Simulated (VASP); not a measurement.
# MgO in VASP: further runs

Aim: see how the results for MgO move with the level of theory and the settings. Levels: r2SCAN, HSE06. Tasks: single point.

Program: VASP 6.6.1. These are calculated values, not measurements. Logs are shortened: lines on timing, memory, paths and dates and some standing lists are left out, and cuts for length are marked.

## Step 1: The cell of the first run

Symmetry: I4/mmm, No. 139, tetragonal system. The conventional cell has a = 2.973 Å, b = 2.973 Å, c = 4.330 Å, α = 90.00°, β = 90.00°, γ = 90.00°. Within 2.8 Å of Mg (site symmetry 4/mmm) lie 6 O at 2.10 to 2.17 Å. Within 2.8 Å of O (site symmetry 4/mmm) lie 6 Mg at 2.10 to 2.17 Å.

## Step 2: Single point, r2SCAN (uniaxial z strain +3.0%)

Input file POSCAR:

```
MgO
1.0
    0.0000000000      2.1021674167      2.1652324392
    2.1021674167      0.0000000000      2.1652324392
    2.1021674167      2.1021674167      0.0000000000
Mg O
1 1
Direct
    0.0000000000      0.0000000000      0.0000000000
    0.5000000000      0.5000000000      0.5000000000
```

Input file INCAR.step1:

```
SYSTEM = MgO
  PREC = Accurate
  ENCUT = 920
  ISMEAR = 0
  SIGMA = 0.01
  LREAL = .FALSE.
  LASPH = .TRUE.
  NELM = 120
  NBANDS = 15
  GGA = PE
  ALGO = Normal
  EDIFF = 1E-5
  LWAVE = .TRUE.
  LCHARG = .FALSE.
  GGA_COMPAT = .FALSE.
```

Input file INCAR.step2:

```
SYSTEM = MgO
  PREC = Accurate
  ENCUT = 920
  EDIFF = 1E-6
  ISMEAR = 0
  SIGMA = 0.01
  LREAL = .FALSE.
  LASPH = .TRUE.
  NELM = 120
  ALGO = Normal
  ISIF = 2
  LWAVE = .FALSE.
  LCHARG = .FALSE.
  METAGGA = R2SCAN
  LMIXTAU = .TRUE.
  NBANDS = 15
  ISTART = 1
  GGA_COMPAT = .FALSE.
```

Input file KPOINTS:

```
regular mesh
0
G
  10 10 10
  0 0 0
```

Potentials or basis: VASP PAW PBE potentials, release 64 (Mg_sv, O).

Run with:

```sh
$ cat potpaw_PBE.64/Mg_sv/POTCAR potpaw_PBE.64/O/POTCAR > POTCAR
$ cp INCAR.step1 INCAR
$ mpirun -np 1 vasp_std > vasp.out
$ cp INCAR.step2 INCAR
$ mpirun -np 1 vasp_std > vasp.out
```

OUTCAR:

```text
SYSTEM = MgO
   PREC = Accurate
   ENCUT = 920
   EDIFF = 1E-6
   ISMEAR = 0
   LREAL = .FALSE.
   LASPH = .TRUE.
   NELM = 120
   ISIF = 2
   METAGGA = R2SCAN
   ISTART = 1

 ion  position               nearest neighbor table
   1  0.000  0.000  0.000-   2 2.10   2 2.10   2 2.10   2 2.10
   2  0.500  0.500  0.500-   1 2.10   1 2.10   1 2.10   1 2.10

  LATTYP: Found a body centered tetragonal cell.
 ALAT       =     2.9729136711
 C/A-ratio  =     1.4566399692

  Lattice vectors:

 A1 = (  -2.1021674167,   0.0000000000,   2.1652324392)
 A2 = (   2.1021674167,   0.0000000000,   2.1652324392)
 A3 = (   0.0000000000,   2.1021674167,  -2.1652324392)

Analysis of symmetry for initial positions (statically):
=====================================================================
 Subroutine PRICEL returns:
 Original cell was already a primitive cell.

 Routine SETGRP: Setting up the symmetry group for a
 body centered tetragonal supercell.

 Subroutine GETGRP returns: Found 16 space group operations
 (whereof 16 operations were pure point group operations)
 out of a pool of 16 trial point group operations.

The static configuration has the point symmetry D_4h.

Analysis of symmetry for dynamics (positions and initial velocities):
=====================================================================
 Subroutine PRICEL returns:
 Original cell was already a primitive cell.

 Routine SETGRP: Setting up the symmetry group for a
 body centered tetragonal supercell.

 Subroutine GETGRP returns: Found 16 space group operations
 (whereof 16 operations were pure point group operations)
 out of a pool of 16 trial point group operations.

The dynamic configuration has the point symmetry D_4h.

 Subroutine INISYM returns: Found 16 space group operations
 (whereof 16 operations are pure point group operations),
 and found     1 'primitive' translations

----------------------------------------------------------------------------------------

                                     Primitive cell

  volume of cell :      19.1368

  direct lattice vectors                    reciprocal lattice vectors
     0.000000000  2.102167417  2.165232439    -0.237849753  0.237849753  0.230922090
     2.102167417  0.000000000  2.165232439     0.237849753 -0.237849753  0.230922090
     2.102167417  2.102167417  0.000000000     0.237849753  0.237849753 -0.230922090

  length of vectors
     3.017836868  3.017836868  2.972913671     0.408007379  0.408007379  0.408007379

  position of ions in fractional coordinates (direct lattice)
     0.000000000  0.000000000  0.000000000
     0.500000000  0.500000000  0.500000000

  ion indices of the primitive-cell ions
   primitive index   ion index
                 1           1
                 2           2

----------------------------------------------------------------------------------------

 KPOINTS: regular mesh

Automatic generation of k-mesh.
 Grid dimensions read from file:
 generate k-points for:   10   10   10

 Generating k-lattice:

  Cartesian coordinates                     Fractional coordinates (reciprocal lattice)
    -0.023784975  0.023784975  0.023092209     0.100000000 -0.000000000  0.000000000
     0.023784975 -0.023784975  0.023092209    -0.000000000  0.100000000  0.000000000
     0.023784975  0.023784975 -0.023092209     0.000000000  0.000000000  0.100000000

  Length of vectors
     0.040800738  0.040800738  0.040800738

  Shift w.r.t. Gamma in fractional coordinates (k-lattice)
     0.000000000  0.000000000  0.000000000

 Subroutine IBZKPT returns following result:
 ===========================================

 Found    102 irreducible k-points:

 Following reciprocal coordinates:
            Coordinates               Weight
  0.000000  0.000000  0.000000      1.000000
  0.100000 -0.000000  0.000000      8.000000
  0.200000 -0.000000  0.000000      8.000000
  0.300000  0.000000  0.000000      8.000000
  0.400000  0.000000  0.000000      8.000000
  0.500000  0.000000  0.000000      4.000000
[... 16 lines left out ...]
  0.300000  0.300000  0.000000      2.000000
  0.400000  0.300000  0.000000      8.000000
 [... further k-points ...]
   k-points           NKPTS =    102   k-points in BZ     NKDIM =    102   number of bands    NBANDS=     15
   number of dos      NEDOS =    301   number of ions     NIONS =      2
   total plane-waves  NPLWV =  27000
   dimension x,y,z NGX =    30 NGY =   30 NGZ =   30
   dimension x,y,z NGXF=    60 NGYF=   60 NGZF=   60
   ions per type =               1   1
   NGX,Y,Z   is equivalent  to a cutoff of  16.53, 16.53, 16.78 a.u.
   NGXF,Y,Z  is equivalent  to a cutoff of  33.05, 33.05, 33.55 a.u.
 SYSTEM =  MgO
   PREC   = accura    normal or accurate (medium, high low for compatibility)
   ISTART =      1    job   : 0-new  1-cont  2-samecut
   ICHARG =      0    charge: 1-file 2-atom 10-const
   ISPIN  =      1    spin polarized calculation?
   LNONCOLLINEAR =      F non collinear calculations
   LSORBIT =      F    spin-orbit coupling
   LASPH  =      T    aspherical Exc in radial PAW
   ENCUT  =  920.0 eV  67.62 Ry    8.22 a.u.   7.46  7.46  7.35*2*pi/ulx,y,z
   NELM   =    120;   NELMIN=  2; NELMDL=  0     # of ELM steps
   EDIFF  = 0.1E-05   stopping-criterion for ELM
   LREAL  =      F    real-space projection
   EDIFFG = 0.1E-04   stopping-criterion for IOM
   NSW    =      0    number of steps for IOM
   IBRION =     -1    ionic relax: 0-MD 1-quasi-New 2-CG
   NFREE  =      0    steps in history (QN), initial steepest desc. (CG)
   ISIF   =      2    stress and relaxation
   ISYM   =      2    0-nonsym 1-usesym 2-fastsym
   POTIM  = 0.5000    time-step for ionic-motion
   TEBEG  =    0.0;   TEEND  =   0.0 temperature during run
   PSTRESS=    0.0 pullay stress
   NELECT =      16.0000    total number of electrons
   NUPDOWN=      -1.0000    fix difference up-down
   EMIN   =  10.00;   EMAX   =-10.00  energy-range for DOS
   EFERMI =   0.00;   METHOD = LEGACY
   ISMEAR =     0;   SIGMA  =   0.01  broadening in eV -4-tet -1-fermi 0-gaus
   EFERMI_NEDOS =   21; number of points for ismear=-14 and -15
   IALGO  =     38    algorithm
   IMIX   =      4    mixing-type and parameters
     AMIX     =   0.40;   BMIX     =  1.00
     AMIX_MAG =   1.60;   BMIX_MAG =  1.00
  volume/ion in A,a.u.               =       9.57        64.57
  Fermi-wavevector in a.u.,A,eV,Ry     =   1.542263  2.914455 32.362482  2.378575
  Thomas-Fermi vector in A             =   2.648092
   LORBIT       =      0    0 simple, 1 ext, 2 COOP (PROOUT), +10 PAW based schemes
   METAGGA = R2SCAN    functional components
   LHFCALC =     F    Hartree Fock is set to
   AEXX    =    0.0000 exact exchange contribution
   IVDW    =     0    specifies the selected vdW correction
   LEPSILON=     F    determine dielectric tensor
   LRPA    =     F    only Hartree local field effects (RPA)
 non-spin polarized calculation
 Gauss-broadening in eV      SIGMA  =   0.01
  energy-cutoff  :      920.00
  volume of cell :       19.14
 maximum number of plane-waves:      1243
 NGX is ok and might be reduce to    30
   NGX = 15   NGY = 15   NGZ = 15

 number of electron      15.9999993 magnetization

 Free energy of the ion-electron system (eV)
  ---------------------------------------------------
  ext. energy  EPLUGINS =         0.00000000
  ---------------------------------------------------
  free energy    TOTEN  =       -16.14301161 eV

  energy without entropy =      -16.14301161  energy(sigma->0) =      -16.14301161

 E-fermi :   2.7345     XC(G=0): -11.9072

 val. band max:        2.3773327958   @ k =   0.0000   0.0000   0.0000
 cond. band min:       7.7378706052   @ k =   0.0000   0.0000   0.0000
 fundamental gap:      5.3605378094
 Fermi energy:         2.7345232815

 k-point     1 :       0.0000    0.0000    0.0000
  band No.  band energies     occupation
      1     -72.7192      2.00000
      2     -37.8208      2.00000
      3     -37.8009      2.00000
      4     -37.8009      2.00000
      5     -15.7311      2.00000
      6       2.3164      2.00000
      7       2.3164      2.00000
      8       2.3773      2.00000
      9       7.7379      0.00000
     10      18.8596      0.00000
     11      19.1716      0.00000
     12      19.1716      0.00000
     13      23.1046      0.00000
     14      24.4296      0.00000
     15      25.3994      0.00000

 k-point     2 :       0.1000   -0.0000    0.0000
  band No.  band energies     occupation
      1     -72.7184      2.00000
      2     -37.8241      2.00000
      3     -37.8060      2.00000
      4     -37.8014      2.00000
      5     -15.6289      2.00000
      6       1.7162      2.00000
      7       2.2553      2.00000
      8       2.2863      2.00000
      9       8.3511      0.00000
     10      17.8190      0.00000
     11      19.1999      0.00000
     12      19.4242      0.00000
     13      23.7530      0.00000
     14      24.6150      0.00000
     15      24.7769      0.00000

 k-point     3 :       0.2000   -0.0000    0.0000
  band No.  band energies     occupation
      1     -72.7166      2.00000
      2     -37.8377      2.00000
      3     -37.8141      2.00000
      4     -37.8029      2.00000
      5     -15.3499      2.00000
      6       0.4310      2.00000
      7       2.0997      2.00000
      8       2.1016      2.00000
      9       9.5639      0.00000
     10      16.3000      0.00000
     11      19.6333      0.00000
     12      19.9743      0.00000
     13      23.1710      0.00000
     14      23.8037      0.00000
     15      25.8048      0.00000
[... 343 lines left out ...]
 k-point    23 :       0.3000    0.3000    0.0000
  band No.  band energies     occupation
      1     -72.7133      2.00000
      2     -37.8633      2.00000
      3     -37.8159      2.00000
      4     -37.8159      2.00000
      5     -14.8438      2.00000
      6      -0.7335      2.00000
      7       1.4674      2.00000
      8       1.4674      2.00000
      9      11.9512      0.00000
     10      13.8214      0.00000
     11      17.4503      0.00000
     12      21.4958      0.00000
     13      21.4958      0.00000
     14      27.9415      0.00000
     15      30.4786      0.00000

 k-point    24 :       0.4000    0.3000    0.0000
  band No.  band energies     occupation
      1     -72.7119      2.00000
      2     -37.8715      2.00000
      3     -37.8220      2.00000
      4     -37.8182      2.00000
      5     -14.6209      2.00000
      6      -1.1572      2.00000
      7       1.1026      2.00000
      8       1.3313      2.00000
      9      12.7505      0.00000
     10      13.5665      0.00000
     11      16.6562      0.00000
     12      21.7897      0.00000
     13      21.9456      0.00000
     14      28.6296      0.00000
     15      30.1044      0.00000

 [... further k-points ...]

------------------------ aborting loop because EDIFF is reached ----------------------------------------

  FORCE on cell =-STRESS in cart. coord.  units (eV):
  Direction    XX          YY          ZZ          XY          YZ          ZX
  --------------------------------------------------------------------------------------
  -------------------------------------------------------------------------------------
  Total       -0.2529290     -0.2529290     -0.8546247      0.0000000     -0.0000000      0.0000000
  in kB      -21.1758167    -21.1758167    -71.5511970      0.0000000     -0.0000000      0.0000000
  external PRESSURE =     -37.9676102 kB  Pullay stress =       0.0000000 kB

 VOLUME and BASIS-vectors are now :
 -----------------------------------------------------------------------------
  energy-cutoff  :      920.00
  volume of cell :       19.14
      direct lattice vectors                 reciprocal lattice vectors
     0.000000000  2.102167417  2.165232439    -0.237849753  0.237849753  0.230922090
     2.102167417  0.000000000  2.165232439     0.237849753 -0.237849753  0.230922090
     2.102167417  2.102167417  0.000000000     0.237849753  0.237849753 -0.230922090

 POSITION                                       TOTAL-FORCE (eV/Angst)
 -----------------------------------------------------------------------------------
      0.00000      0.00000      0.00000         0.000000      0.000000      0.000000
      2.10217      2.10217      2.16523         0.000000     -0.000000     -0.000000
 -----------------------------------------------------------------------------------
    total drift:                                0.000000      0.000000      0.000000

  FREE ENERGIE OF THE ION-ELECTRON SYSTEM (eV)
  ---------------------------------------------------
  free  energy   TOTEN  =       -16.1430116080 eV

  energy  without entropy=      -16.1430116080  energy(sigma->0) =      -16.14301161
```

It took 2.7 min on 1 thread of Intel Xeon Platinum 8375C at 2.90GHz (Ice Lake), shared host; peak memory 0.21 GiB.

What came out:

```
Free energy            : -16.1430 eV
Pressure               : -3.8 GPa
Band gap on the k mesh : 5.36 eV
```

Levels at points of the mesh, in eV from the valence-band top:
```
           k point  band 5  band 6  band 7  band 8  band 9  band 10  band 11  band 12
(0.00, 0.00, 0.00)  -18.11   -0.06   -0.06    0.00    5.36    16.48    16.79    16.79
(0.50, 0.00, 0.00)  -16.89   -4.53   -0.72   -0.66    8.63    13.51    16.91    17.56
(0.50, 0.50, 0.00)  -16.74   -4.08   -1.29   -1.29   10.18    10.89    13.74    20.28
(0.50, 0.00, 0.50)  -16.66   -3.98   -1.50   -1.32    9.87    10.84    14.14    19.64
```

Caveat: the cell differs from its parent crystal (uniaxial z strain +3.0%); the stress differs along the axes, from -7 to -2 GPa; the PAW data sets were made with another functional, which shifts forces and pressure a little.

## Step 3: Single point, HSE06 (shear xy strain -5.0%)

Input file POSCAR:

```
MgO
1.0
   -0.0525541854      2.1021674167      2.1021674167
    2.1021674167     -0.0525541854      2.1021674167
    2.0496132312      2.0496132312      0.0000000000
Mg O
1 1
Direct
    0.0000000000      0.0000000000      0.0000000000
    0.5000000000      0.5000000000      0.5000000000
```

Input file INCAR.step1:

```
ALGO = Normal ; EDIFF = 1E-5
ENCUT = 520 ; GGA = PE
ISIF = 2 ; ISMEAR = 0
LASPH = True ; LCHARG = False
LREAL = False ; LWAVE = True
NBANDS = 11 ; NELM = 100
PREC = Accurate ; SIGMA = 0.01
```

Input file INCAR.step2:

```
ALGO = Normal ; EDIFF = 1E-6
ENCUT = 520 ; GGA = PE
HFSCREEN = 0.2079 ; ISIF = 2
ISMEAR = 0 ; ISTART = 1
LASPH = True ; LCHARG = False
LHFCALC = True ; LREAL = False
LWAVE = False ; NBANDS = 11
NELM = 100 ; PREC = Accurate
PRECFOCK = Normal ; SIGMA = 0.01
```

Input file KPOINTS:

```
k-points
0
Gamma
  8 8 8
```

Potentials or basis: VASP PAW PBE potentials, release 64 (Mg, O).

Run with:

```sh
$ cat potpaw_PBE.64/Mg/POTCAR potpaw_PBE.64/O/POTCAR > POTCAR
$ cp INCAR.step1 INCAR
$ mpirun -np 1 vasp_std > vasp.out
$ cp INCAR.step2 INCAR
$ mpirun -np 1 vasp_std > vasp.out
```

It took 65 min on 1 thread of Intel Xeon Platinum 8559C (Emerald Rapids), shared host; peak memory 0.27 GiB.

Results (log left out):

```
Free energy            : -14.1877 eV
Pressure               : -0.5 GPa
Band gap on the k mesh : 6.28 eV
```

Stress tensor (GPa, compression positive):
```
-0.35  7.81  0.00
 7.81 -0.35  0.00
 0.00  0.00 -0.90
```

Levels at points of the mesh, in eV from the valence-band top:
| k point | band 2 | band 3 | band 4 | band 5 | band 6 | band 7 |
| --- | --- | --- | --- | --- | --- | --- |
| (0.00, 0.00, 0.00) | -0.37 | -0.20 | 0.00 | 6.28 | 16.86 | 17.63 |
| (0.50, 0.00, 0.00) | -5.24 | -0.90 | -0.69 | 9.68 | 14.44 | 18.32 |
| (0.50, 0.50, 0.00) | -4.61 | -1.97 | -1.35 | 10.39 | 12.02 | 15.22 |
| (0.00, 0.00, 0.50) | -5.07 | -1.11 | -0.93 | 9.32 | 15.00 | 17.59 |
| (0.50, 0.00, 0.50) | -4.60 | -1.67 | -1.67 | 10.66 | 11.71 | 15.17 |

Caveat: the cell differs from its parent crystal (shear xy strain -5.0%); the PAW data sets were made with another functional, which shifts forces and pressure a little.

(Continued in part 2 of 2.)
